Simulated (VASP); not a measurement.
# HgTe (Coloradoite) (F-43m) in VASP: further runs, part 3 of 3

VASP 6.6.1.

## 5. Elastic constants, PBEsol

The input, INCAR:

```
  ALGO = Normal
  EDIFF = 1E-8
  ENCUT = 600
  GGA = PS
  IBRION = 6
  ISIF = 3
  ISMEAR = -1
  LASPH = True
  LCHARG = True
  LREAL = False
  LWAVE = False
  NBANDS = 16
  NELM = 80
  NFREE = 2
  NSW = 1
  POTIM = 0.015
  PREC = Accurate
  SIGMA = 0.05
```

The input, KPOINTS:

```
k-points
0
Gamma
  5 5 5
```

The input, POSCAR:

```
HgTe
1.0
    0.0000000000      3.2145000000      3.2145000000
    3.2145000000      0.0000000000      3.2145000000
    3.2145000000      3.2145000000      0.0000000000
Hg Te
1 1
Direct
    0.0000000000      0.0000000000      0.0000000000
    0.7500000000      0.7500000000      0.7500000000
```

Potentials or basis: VASP PAW PBE potentials, release 64 (Hg, Te).

The run is started by

```sh
> cat potpaw_PBE.64/Hg/POTCAR potpaw_PBE.64/Te/POTCAR > POTCAR
> mpirun -np 1 vasp_std > vasp.out
```

OUTCAR:

```text
EDIFF = 1E-8
   ENCUT = 600
   GGA = PS
   IBRION = 6
   ISIF = 3
   ISMEAR = -1
   LASPH = True
   LREAL = False
   NELM = 80
   NFREE = 2
   NSW = 1
   POTIM = 0.015
   PREC = Accurate

 ion  position               nearest neighbor table
   1  0.000  0.000  0.000-   2 2.78   2 2.78   2 2.78   2 2.78
   2  0.750  0.750  0.750-   1 2.78   1 2.78   1 2.78   1 2.78

  LATTYP: Found a face centered cubic cell.
 ALAT       =     6.4290000000

  Lattice vectors:

 A1 = (   0.0000000000,   3.2145000000,   3.2145000000)
 A2 = (   3.2145000000,   0.0000000000,   3.2145000000)
 A3 = (   3.2145000000,   3.2145000000,   0.0000000000)

Analysis of symmetry for initial positions (statically):
=====================================================================
 Subroutine PRICEL returns:
 Original cell was already a primitive cell.

 Routine SETGRP: Setting up the symmetry group for a
 face centered cubic supercell.

 Subroutine GETGRP returns: Found 24 space group operations
 (whereof 24 operations were pure point group operations)
 out of a pool of 48 trial point group operations.

The static configuration has the point symmetry T_d .

Analysis of symmetry for dynamics (positions and initial velocities):
[... 806 lines left out ...]
  -------------------------------------------------------------------------------------
  Total        0.8607899      0.8627647      0.8627647     -0.0000000     -0.0961589      0.0000000
  in kB       20.7604834     20.8081120     20.8081120     -0.0000000     -2.3191543      0.0000000
  external PRESSURE =      20.7922358 kB  Pullay stress =       0.0000000 kB
[... 17 lines left out ...]
  FREE ENERGIE OF THE ION-ELECTRON SYSTEM (eV)
  ---------------------------------------------------
  free  energy   TOTEN  =        -4.3265947382 eV

  energy  without entropy=       -4.3250539389  energy(sigma->0) =       -4.32582434

 INTERNAL STRAIN TENSORS FROM STRAINED CELLS
 ============================================

 INTERNAL STRAIN TENSOR FOR ION    1 for displacements in x,y,z  (eV/Angst):
          X           Y           Z          XY          YZ          ZX
  --------------------------------------------------------------------------------
  x     0.00000    -0.00000     0.00000     0.00000    -6.42434     0.00000
  y    -0.00000    -0.00000     0.00000    -0.00000     0.00000    -6.42439
  z     0.00000    -0.00000     0.00000    -6.42448    -0.00000     0.00000

 INTERNAL STRAIN TENSORS FROM DISPLACED ATOMS
 ============================================

 INTERNAL STRAIN TENSOR FOR ION    1 for displacements in x,y,z  (eV/Angst):
          X           Y           Z          XY          YZ          ZX
  --------------------------------------------------------------------------------
  x     0.00000    -0.00000    -0.00000     0.00000    -6.40677     0.00000
  y    -0.00000     0.00000    -0.00000     0.00000     0.00000    -6.40677
  z    -0.00000    -0.00000     0.00000    -6.40677     0.00000     0.00000

 INTERNAL STRAIN TENSOR FOR ION    2 for displacements in x,y,z  (eV/Angst):
          X           Y           Z          XY          YZ          ZX
  --------------------------------------------------------------------------------
  x     0.00000     0.00000     0.00000     0.00000     6.40792    -0.00000
  y     0.00000     0.00000     0.00000     0.00000     0.00000     6.40792
  z     0.00000     0.00000     0.00000     6.40792    -0.00000     0.00000

 Eigenvectors and eigenvalues of the dynamical matrix
 ----------------------------------------------------

   1 f  =    3.603245 THz    22.639855 2PiTHz  120.191310 cm-1    14.901817 meV
             X         Y         Z           dx          dy          dz
      0.000000  0.000000  0.000000     0.302283    0.159387    0.521537
      4.821750  4.821750  4.821750    -0.379018   -0.199848   -0.653931
[... 21 lines left out ...]
   6 f/i=    0.000070 THz     0.000440 2PiTHz    0.002333 cm-1     0.000289 meV
             X         Y         Z           dx          dy          dz
      0.000000  0.000000  0.000000    -0.703571    0.338985    0.036009
      4.821750  4.821750  4.821750    -0.561127    0.270355    0.028719

--------------------------------------------------------------------------------------------------------

 ELASTIC MODULI CONTR FROM IONIC RELAXATION (kBar)
 Direction    XX          YY          ZZ          XY          YZ          ZX
 --------------------------------------------------------------------------------
 XX          -0.0000     -0.0000     -0.0000     -0.0000     -0.0000     -0.0000
 YY          -0.0000     -0.0000     -0.0000     -0.0000     -0.0000     -0.0000
 ZZ          -0.0000     -0.0000     -0.0000     -0.0000     -0.0000     -0.0000
 XY          -0.0000     -0.0000     -0.0000   -238.9898      0.0000      0.0000
 YZ          -0.0000     -0.0000     -0.0000      0.0000   -238.9898      0.0000
 ZX          -0.0000     -0.0000     -0.0000      0.0000      0.0000   -238.9898
 --------------------------------------------------------------------------------

 TOTAL ELASTIC MODULI (kBar)
 Direction    XX          YY          ZZ          XY          YZ          ZX
 --------------------------------------------------------------------------------
 XX         585.7045    458.4767    458.4767     -0.0000     -0.0000     -0.0000
 YY         458.4767    585.7045    458.4767     -0.0000     -0.0000     -0.0000
 ZZ         458.4767    458.4767    585.7045     -0.0000     -0.0000     -0.0000
 XY          -0.0000     -0.0000     -0.0000    183.6361      0.0000      0.0000
 YZ          -0.0000     -0.0000     -0.0000      0.0000    183.6361      0.0000
 ZX          -0.0000     -0.0000     -0.0000      0.0000      0.0000    183.6361
 --------------------------------------------------------------------------------
```

OSZICAR:

```text
N       E                     dE             d eps       ncg     rms          rms(c)
DAV:   1     0.108600438338E+03    0.10860E+03   -0.85837E+03   320   0.108E+03
DAV:   2    -0.911015681289E+00   -0.10951E+03   -0.10227E+03   360   0.237E+02
DAV:   3    -0.453923880096E+01   -0.36282E+01   -0.36191E+01   384   0.445E+01
[... 213 lines left out ...]
DAV:   2    -0.432661645367E+01   -0.51115E-03   -0.62739E-03  1040   0.446E-01    0.109E-01
DAV:   3    -0.432659462464E+01    0.21829E-04   -0.10491E-04  1104   0.637E-02    0.466E-02
DAV:   4    -0.432659477153E+01   -0.14689E-06   -0.86190E-06  1072   0.175E-02    0.867E-03
DAV:   5    -0.432659468378E+01    0.87756E-07   -0.80868E-07  1040   0.534E-03    0.435E-03
DAV:   6    -0.432659473049E+01   -0.46716E-07   -0.78592E-08  1112   0.170E-03    0.814E-04
DAV:   7    -0.432659473819E+01   -0.76964E-08   -0.58890E-09   800   0.505E-04
  17 F= -.43265947E+01 E0= -.43258243E+01  d E =-.154080E-02
```

stdout:

```text
POSCAR found type information on POSCAR HgTe
 POSCAR found :  2 types and       2 ions
 scaLAPACK will be used
 -----------------------------------------------------------------------------
|                                                                             |
|                                                                             |
|     You enforced a specific xc type in the INCAR file but a different       |
|     I HOPE YOU KNOW WHAT YOU ARE DOING!                                     |
|                                                                             |
[... 33 lines left out ...]
 Finite differences progress:
 bond charge predicted
 Finite differences progress:
 bond charge predicted
 Finite differences progress:
 bond charge predicted
 Finite differences progress:
 bond charge predicted
 Finite differences progress:
 bond charge predicted
 Finite differences progress:
```

Run time: 4 min. Hardware: 1 thread of Intel Xeon 6975P-C (Granite Rapids), shared host; peak memory 0.25 GiB.

What came out:

| Property | Result |
| --- | --- |
| Elastic constants C11, C12, C44 | 59, 46, 18 GPa |
| Voigt bulk modulus | 50 GPa |
| Highest phonon frequency at Γ, LO-TO splitting left out | 120 cm⁻¹ |

Phonon frequencies in cm⁻¹ (negative: imaginary):
| q point | frequencies |
| --- | --- |
| (0.000, 0.000, 0.000) | 0 0 0 120 120 120 |

Elastic tensor in Voigt notation (GPa, in the Cartesian axes of the cell as first typed):
```
59 46 46  0  0  0
46 59 46  0  0  0
46 46 59  0  0  0
 0  0  0 18  0  0
 0  0  0  0 18  0
 0  0  0  0  0 18
```

Clamped-ion elastic tensor (GPa):
```
59 46 46  0  0  0
46 59 46  0  0  0
46 46 59  0  0  0
 0  0  0 42  0  0
 0  0  0  0 42  0
 0  0  0  0  0 42
```

Caveat: the cell is under stress, which shifts elastic constants; the PAW data sets were made with another functional, which shifts forces and pressure a little; spin-orbit coupling is left out, which moves the levels of the heavy elements.

## 6. Vibrations by perturbation theory, LDA

The input, INCAR:

```
SYSTEM = HgTe
PREC = Accurate
ENCUT = 520
EDIFF = 1E-8
ISMEAR = -1
SIGMA = 0.05
LREAL = .FALSE.
LASPH = .TRUE.
NELM = 80
ALGO = Normal
ISIF = 2
LWAVE = .FALSE.
LCHARG = .TRUE.
NBANDS = 16
IBRION = 8
NSW = 1
```

The input, KPOINTS:

```
regular mesh
0
G
  6 6 6
  0 0 0
```

POSCAR is that of step 5.

Potentials or basis: VASP PAW LDA potentials, release 64 (Hg, Te).

The run is started by

```sh
> cat potpaw_LDA.64/Hg/POTCAR potpaw_LDA.64/Te/POTCAR > POTCAR
> mpirun -np 1 vasp_std > vasp.out
```

OUTCAR:

```text
SYSTEM = HgTe
   PREC = Accurate
   ENCUT = 520
   EDIFF = 1E-8
   ISMEAR = -1
   LREAL = .FALSE.
   LASPH = .TRUE.
   NELM = 80
   ISIF = 2
   IBRION = 8
   NSW = 1

 ion  position               nearest neighbor table
   1  0.000  0.000  0.000-   2 2.78   2 2.78   2 2.78   2 2.78
   2  0.750  0.750  0.750-   1 2.78   1 2.78   1 2.78   1 2.78

  LATTYP: Found a face centered cubic cell.
 ALAT       =     6.4290000000

  Lattice vectors:

 A1 = (   0.0000000000,   3.2145000000,   3.2145000000)
 A2 = (   3.2145000000,   0.0000000000,   3.2145000000)
 A3 = (   3.2145000000,   3.2145000000,   0.0000000000)

Analysis of symmetry for initial positions (statically):
=====================================================================
 Subroutine PRICEL returns:
 Original cell was already a primitive cell.

[... 523 lines left out ...]

 INTERNAL STRAIN TENSOR  FOR ION    2  DIRECTION 1   (eV/Angst):
 -----------------------------------------------------------------------------
     0.00603  0.00000  0.00000
     0.00000  0.00492  5.56037
     0.00000  5.56037  0.00492

 INTERNAL STRAIN TENSOR FOR ION    2 for displacements in x,y,z  (eV/Angst):
          X           Y           Z          XY          YZ          ZX
  --------------------------------------------------------------------------------
  x    -0.00000    -0.00000    -0.00000     0.00000     5.56037     0.00000
  y     0.00000    -0.00000     0.00000     0.00000     0.00000     5.56037
  z    -0.00000    -0.00000    -0.00000     5.56037     0.00000     0.00000

 SECOND DERIVATIVES (NOT SYMMETRIZED)
 ------------------------------------
               1X          1Y          1Z          2X          2Y          2Z
  1X    -4.074276    0.000000    0.000000    4.074276    0.000000    0.000000
  1Y     0.000000   -4.074276    0.000000    0.000000    4.074276    0.000000
  1Z     0.000000    0.000000   -4.074276    0.000000    0.000000    4.074276
  2X     4.071968    0.000000    0.000000   -4.071968    0.000000    0.000000
  2Y     0.000000    4.071968    0.000000    0.000000   -4.071968    0.000000
  2Z     0.000000    0.000000    4.071968    0.000000    0.000000   -4.071968

 Eigenvectors and eigenvalues of the dynamical matrix
 ----------------------------------------------------

   1 f  =    3.572592 THz    22.447259 2PiTHz  119.168852 cm-1    14.775048 meV
             X         Y         Z           dx          dy          dz
      0.000000  0.000000  0.000000     0.000000    0.623646    0.000000
      4.821750  4.821750  4.821750     0.000000   -0.781707    0.000000
[... 21 lines left out ...]
   6 f/i=    0.000493 THz     0.003100 2PiTHz    0.016458 cm-1     0.002041 meV
             X         Y         Z           dx          dy          dz
      0.000000  0.000000  0.000000     0.000000    0.000000    0.781707
      4.821750  4.821750  4.821750     0.000000    0.000000    0.623646

--------------------------------------------------------------------------------------------------------

 ELASTIC MODULI CONTR FROM IONIC RELAXATION (kBar)
 Direction    XX          YY          ZZ          XY          YZ          ZX
 --------------------------------------------------------------------------------
 XX          -0.0000      0.0000      0.0000     -0.0000      0.0000      0.0000
 YY           0.0000     -0.0000     -0.0000     -0.0000     -0.0000      0.0000
 ZZ           0.0000     -0.0000     -0.0000      0.0000     -0.0000      0.0000
 XY          -0.0000     -0.0000      0.0000   -194.5531      0.0000      0.0000
 YZ           0.0000     -0.0000     -0.0000      0.0000   -194.5531      0.0000
 ZX           0.0000      0.0000      0.0000      0.0000      0.0000   -194.5531
 --------------------------------------------------------------------------------
```

OSZICAR:

```text
N       E                     dE             d eps       ncg     rms          rms(c)
DAV:   1     0.107017354858E+03    0.10702E+03   -0.81542E+03   520   0.973E+02
DAV:   2    -0.146991069533E+01   -0.10849E+03   -0.10117E+03   632   0.232E+02
DAV:   3    -0.522307328852E+01   -0.37532E+01   -0.37423E+01   584   0.438E+01
DAV:   4    -0.525812516535E+01   -0.35052E-01   -0.35050E-01   792   0.401E+00
[... 39 lines left out ...]
RMM:   8    -0.486881945404E-01   -0.24441E-07    0.13324E-08  2551   0.187E-04    0.183E-04
RMM:   9    -0.486882166928E-01   -0.22152E-07    0.16037E-09  2502   0.556E-05    0.131E-05
RMM:  10    -0.486882548844E-01   -0.38192E-07   -0.56339E-09  2615   0.221E-05    0.581E-06
RMM:  11    -0.486882780571E-01   -0.23173E-07    0.41991E-09  2482   0.160E-05    0.266E-06
RMM:  12    -0.486882817591E-01   -0.37020E-08    0.10250E-08  2041   0.135E-05    0.388E-07
 Linear response finished
```

It took 3.6 min on 1 thread of AMD EPYC 7R43 (Zen 3), shared host; peak memory 0.25 GiB.

What came out:

```yaml
Highest_phonon_frequency_at_Γ_LO-TO_splitting_left_out: 119 cm⁻¹
```

Phonon frequencies in cm⁻¹ (negative: imaginary):
```
              q point        frequencies
(0.000, 0.000, 0.000)  0 0 0 119 119 119
```

Caveat: spin-orbit coupling is left out, which moves the levels of the heavy elements.
